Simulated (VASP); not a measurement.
# TaN (P-1) in VASP: a series of runs

Runs on TaN. Level: LDA. Tasks: electric field gradients.

Program: VASP 6.6.1. These are calculated values, not measurements. Logs are shortened: lines on timing, memory, paths and dates and some standing lists are left out, and cuts for length are marked.

## 1. The cell of the first run

The typed cell holds 6 atoms: a = 5.185 Å, b = 5.207 Å, c = 2.908 Å, α = 90.21°, β = 90.57°, γ = 120.43°.

## 2. Electric field gradients, LDA (equal xy, yz and zx shear strains of -1 %)

The input, INCAR:

```
PREC = Accurate
ENCUT = 520
EDIFF = 1E-8
ISMEAR = -1
SIGMA = 0.03
LREAL = F
LASPH = T
NELM = 80
ALGO = Normal
ISIF = 2
LWAVE = F
LCHARG = F
LEFG = T
NBANDS = 33
```

The input, KPOINTS:

```
regular mesh
0
Gamma
  5 5 8
```

The input, POSCAR:

```
TaN
1.0
    5.1849992558     -0.0259249963     -0.0259249963
   -2.6149513333      4.5033035722     -0.0094892072
   -0.0145400000     -0.0145400000      2.9080000000
Ta N
3 3
Direct
    0.0000000000      0.0000000000      0.0000000000
    0.3333333333      0.6666666667      0.5000000000
    0.6666666667      0.3333333333      0.5000000000
    0.5000000000      0.0000000000      0.0000000000
    0.5000000000      0.5000000000      0.0000000000
    0.0000000000      0.5000000000      0.0000000000
```

Potentials or basis: VASP PAW LDA potentials, release 64 (Ta_pv, N).

Command:

```bash
cat potpaw_LDA.64/Ta_pv/POTCAR potpaw_LDA.64/N/POTCAR > POTCAR
mpirun -np 1 vasp_std > vasp.out
```

OUTCAR:

```text
PREC = Accurate
   ENCUT = 520
   EDIFF = 1E-8
   ISMEAR = -1
   LREAL = F
   LASPH = T
   NELM = 80
   ISIF = 2

 ion  position               nearest neighbor table
   1  0.000  0.000  0.000-   5 2.58   5 2.58   4 2.59   4 2.59   6 2.60   6 2.60   2 3.30   3 3.30
                             3 3.32   2 3.32   2 3.33   3 3.33   2 3.33   3 3.33   2 3.34   3 3.34
   2  0.333  0.667  0.500-   6 2.07   4 2.08   5 2.09   5 2.10   6 2.10   4 2.10   3 2.98   3 2.99
                             3 3.01   1 3.30   1 3.32   1 3.33   1 3.33   1 3.34   1 3.34
   3  0.667  0.333  0.500-   6 2.07   4 2.08   5 2.09   5 2.10   6 2.10   4 2.10   2 2.98   2 2.99
                             2 3.01   1 3.30   1 3.32   1 3.33   1 3.33   1 3.34   1 3.34
   4  0.500  0.000  0.000-   3 2.08   2 2.08   2 2.10   3 2.10   1 2.59   1 2.59
   5  0.500  0.500  0.000-   3 2.09   2 2.09   2 2.10   3 2.10   1 2.58   1 2.58
   6  0.000  0.500  0.000-   2 2.07   3 2.07   2 2.10   3 2.10   1 2.60   1 2.60

  LATTYP: Found a triclinic cell.
 ALAT       =     5.9195981839
 B/A-ratio  =     0.4912618405
 C/A-ratio  =     0.8797008814
 COS(alpha) =     0.0036352536
 COS(beta)  =     0.4454032660
 COS(gamma) =     0.4825249174

  Lattice vectors:

 A1 = (   5.1704592558,  -0.0404649963,   2.8820750037)
 A2 = (  -0.0145400000,  -0.0145400000,   2.9080000000)
 A3 = (   2.6149513333,  -4.5033035722,   0.0094892072)

Analysis of symmetry for initial positions (statically):
=====================================================================
 Subroutine PRICEL returns:
 Original cell was already a primitive cell.

 Routine SETGRP: Setting up the symmetry group for a
 triclinic supercell.

 Subroutine GETGRP returns: Found  2 space group operations
 (whereof  2 operations were pure point group operations)
 out of a pool of  2 trial point group operations.

The static configuration has the point symmetry S_2 .

Analysis of symmetry for dynamics (positions and initial velocities):
=====================================================================
 Subroutine PRICEL returns:
 Original cell was already a primitive cell.

 Routine SETGRP: Setting up the symmetry group for a
 triclinic supercell.

 Subroutine GETGRP returns: Found  2 space group operations
 (whereof  2 operations were pure point group operations)
 out of a pool of  2 trial point group operations.

The dynamic configuration has the point symmetry S_2 .

 Subroutine INISYM returns: Found  2 space group operations
 (whereof  2 operations are pure point group operations),
 and found     1 'primitive' translations

----------------------------------------------------------------------------------------

                                     Primitive cell

  volume of cell :      67.7002

  direct lattice vectors                    reciprocal lattice vectors
     5.184999256 -0.025924996 -0.025924996     0.193433327  0.112324927  0.001528791
    -2.614951333  4.503303572 -0.009489207     0.001119153  0.222711424  0.001119153
    -0.014540000 -0.014540000  2.908000000     0.001728122  0.001728122  0.343896236

  length of vectors
     5.185128879  5.207475740  2.908072699     0.223686563  0.222717048  0.343904920

  position of ions in fractional coordinates (direct lattice)
     0.000000000  0.000000000  0.000000000
     0.333333333  0.666666667  0.500000000
     0.666666667  0.333333333  0.500000000
     0.500000000  1.000000000  0.000000000
     0.500000000  0.500000000  0.000000000
     0.000000000  0.500000000  0.000000000

  ion indices of the primitive-cell ions
   primitive index   ion index
                 1           1
                 2           2
                 3           3
                 4           4
                 5           5
                 6           6

----------------------------------------------------------------------------------------

 KPOINTS: regular mesh
[... 64 lines left out ...]
   LSORBIT =      F    spin-orbit coupling
   LASPH  =      T    aspherical Exc in radial PAW
   ENCUT  =  520.0 eV  38.22 Ry    6.18 a.u.   9.64  9.68  5.41*2*pi/ulx,y,z
   NELM   =     80;   NELMIN=  2; NELMDL= -5     # of ELM steps
   EDIFF  = 0.1E-07   stopping-criterion for ELM
   LREAL  =      F    real-space projection
   EDIFFG = 0.1E-06   stopping-criterion for IOM
   NSW    =      0    number of steps for IOM
   IBRION =     -1    ionic relax: 0-MD 1-quasi-New 2-CG
   NFREE  =      0    steps in history (QN), initial steepest desc. (CG)
   ISIF   =      2    stress and relaxation
   ISYM   =      2    0-nonsym 1-usesym 2-fastsym
   POTIM  = 0.5000    time-step for ionic-motion
   TEBEG  =    0.0;   TEEND  =   0.0 temperature during run
   PSTRESS=    0.0 pullay stress
   NELECT =      48.0000    total number of electrons
   NUPDOWN=      -1.0000    fix difference up-down
   EMIN   =  10.00;   EMAX   =-10.00  energy-range for DOS
   EFERMI =   0.00;   METHOD = LEGACY
   ISMEAR =    -1;   SIGMA  =   0.03  broadening in eV -4-tet -1-fermi 0-gaus
   EFERMI_NEDOS =   21; number of points for ismear=-14 and -15
   IALGO  =     38    algorithm
   IMIX   =      4    mixing-type and parameters
     AMIX     =   0.40;   BMIX     =  1.00
     AMIX_MAG =   1.60;   BMIX_MAG =  1.00
  volume/ion in A,a.u.               =      11.28        76.14
  Fermi-wavevector in a.u.,A,eV,Ry     =   1.459795  2.758613 28.994051  2.131003
  Thomas-Fermi vector in A             =   2.576321
   LORBIT       =      0    0 simple, 1 ext, 2 COOP (PROOUT), +10 PAW based schemes
   GGA     = CA    functional components
   LHFCALC =     F    Hartree Fock is set to
   AEXX    =    0.0000 exact exchange contribution
   IVDW    =     0    specifies the selected vdW correction
   LEPSILON=     F    determine dielectric tensor
   LRPA    =     F    only Hartree local field effects (RPA)
 non-spin polarized calculation
  energy-cutoff  :      520.00
  volume of cell :       67.70
 maximum number of plane-waves:      1846
   NGX = 19   NGY = 19   NGZ = 11

 number of electron      48.0000006 magnetization

 Free energy of the ion-electron system (eV)
  ---------------------------------------------------
  ext. energy  EPLUGINS =         0.00000000
  ---------------------------------------------------
  free energy    TOTEN  =       -71.33635487 eV

  energy without entropy =      -71.33223543  energy(sigma->0) =      -71.33429515

 E-fermi :   8.0947     XC(G=0): -13.2877

 val. band max:        8.0942580013   @ k =  -0.0000   0.0000   0.3750
 cond. band min:       8.1006573072   @ k =   0.2000   0.0000   0.3750
 fundamental gap:      0.0063993058
 Fermi energy:         8.0947415929

 k-point     1 :       0.0000    0.0000    0.0000
  band No.  band energies     occupation
      1     -27.9303      2.00000
      2     -27.9219      2.00000
      3     -27.5279      2.00000
      4     -27.5238      2.00000
      5     -27.3145      2.00000
      6     -27.1830      2.00000
[... 853 lines left out ...]
     32      11.6138      0.00000
     33      11.9360      0.00000

 [... further k-points ...]

------------------------ aborting loop because EDIFF is reached ----------------------------------------

  FORCE on cell =-STRESS in cart. coord.  units (eV):
  Direction    XX          YY          ZZ          XY          YZ          ZX
  --------------------------------------------------------------------------------------
  -------------------------------------------------------------------------------------
  Total       -0.9566372     -0.9267334     -1.8011175      0.4730040      0.8704678      0.8713904
  in kB      -22.6395660    -21.9318695    -42.6248509     11.1940098     20.6002993     20.6221344
  external PRESSURE =     -29.0654288 kB  Pullay stress =       0.0000000 kB

 VOLUME and BASIS-vectors are now :
 -----------------------------------------------------------------------------
  energy-cutoff  :      520.00
  volume of cell :       67.70
      direct lattice vectors                 reciprocal lattice vectors
     5.184999256 -0.025924996 -0.025924996     0.193433327  0.112324927  0.001528791
    -2.614951333  4.503303572 -0.009489207     0.001119153  0.222711424  0.001119153
    -0.014540000 -0.014540000  2.908000000     0.001728122  0.001728122  0.343896236

 POSITION                                       TOTAL-FORCE (eV/Angst)
 -----------------------------------------------------------------------------------
      0.00000      0.00000      0.00000         0.000000     -0.000000     -0.000000
     -0.02224      2.98629      1.43903         0.141850      0.000028      0.006699
      2.57775      1.47655      1.43355        -0.141850     -0.000028     -0.006699
      2.59250     -0.01296     -0.01296         0.000000     -0.000000      0.000000
      1.28502      2.23869     -0.01771         0.000000     -0.000000      0.000000
     -1.30748      2.25165     -0.00474         0.000000     -0.000000      0.000000
 -----------------------------------------------------------------------------------
    total drift:                               -0.000000      0.000000     -0.000000

  FREE ENERGIE OF THE ION-ELECTRON SYSTEM (eV)
  ---------------------------------------------------
  free  energy   TOTEN  =       -71.3363548655 eV

  energy  without entropy=      -71.3322354261  energy(sigma->0) =      -71.33429515

 Electric field gradients (V/A^2)
---------------------------------------------------------------------
 ion       V_xx      V_yy      V_zz      V_xy      V_xz      V_yz
---------------------------------------------------------------------
   1     170.111   169.435  -339.546    -9.021   -10.289   -10.213
   2     186.835   187.070  -373.905    -7.492   -25.973   -25.968
   3     186.835   187.070  -373.905    -7.492   -25.973   -25.968
   4      33.193   -28.831    -4.361    -0.762    -0.196    -1.893
   5     -13.426    17.816    -4.389    26.276    -0.748     0.083
   6     -13.217    17.559    -4.341   -27.394    -2.225    -1.358
---------------------------------------------------------------------

 Electric field gradients after diagonalization (V/A^2)
 (convention: |V_zz| > |V_xx| > |V_yy|)
----------------------------------------------------------------------
 ion       V_xx      V_yy      V_zz     asymmetry (V_yy - V_xx)/ V_zz
----------------------------------------------------------------------
   1     178.801   161.165  -339.966       0.052
   2     194.446   181.886  -376.332       0.033
   3     194.446   181.886  -376.332       0.033
   4     -28.987    -4.216    33.203       0.746
   5     -28.394    -4.372    32.766       0.733
   6     -29.519    -4.072    33.591       0.758
----------------------------------------------------------------------

           NMR quadrupolar parameters

 Cq : quadrupolar parameter    Cq=e*Q*V_zz/h
 eta: asymmetry parameters     (V_yy - V_xx)/ V_zz
 Q  : nuclear electric quadrupole moment in mb (millibarn)
----------------------------------------------------------------------
 ion       Cq(MHz)       eta       Q (mb)
----------------------------------------------------------------------
   1      -0.822       0.052       1.000
   2      -0.910       0.033       1.000
   3      -0.910       0.033       1.000
   4       0.080       0.746       1.000
   5       0.079       0.733       1.000
   6       0.081       0.758       1.000
----------------------------------------------------------------------
```

Run time: 2.9 min. Hardware: 1 thread of AMD EPYC 7R13 (Zen 3), shared host; peak memory 0.26 GiB.

Results:

* Free energy: -71.3364 eV
* Pressure: -2.9 GPa
* Largest force: 0.142 eV/Å
* Band gap on the k mesh: zero (bands 24 and 25 overlap by 2.03 eV)
* Largest electric field gradient by atom: Ta -340.0, -376.3 (each value once); N +33.2, +32.8, +33.6 V/Å²

Forces in eV/Å, atoms in the order of the input:
```
Ta   0.000  0.000  0.000
Ta   0.142  0.000  0.007
Ta  -0.142  0.000 -0.007
N    0.000  0.000  0.000
N    0.000  0.000  0.000
N    0.000  0.000  0.000
```

Stress tensor (GPa, compression positive):
```
-2.26  1.12  2.06
 1.12 -2.19  2.06
 2.06  2.06 -4.26
```

Electric field gradients, principal values (V/Å²):
```csv
atom,least,middle,greatest (by size)
1 Ta,161.165,178.801,-339.966
2 Ta,181.886,194.446,-376.332
3 Ta,181.886,194.446,-376.332
4 N,-4.216,-28.987,33.203
5 N,-4.372,-28.394,32.766
6 N,-4.072,-29.519,33.591
```

Caveat: the cell differs from its parent crystal (equal xy, yz and zx shear strains of -1 %); without QUAD_EFG the Cq values of the log hold for a quadrupole moment of 1 mb, not for the nuclei; spin-orbit coupling is left out, which moves the levels of the heavy elements.

[end of part 1 of 2]
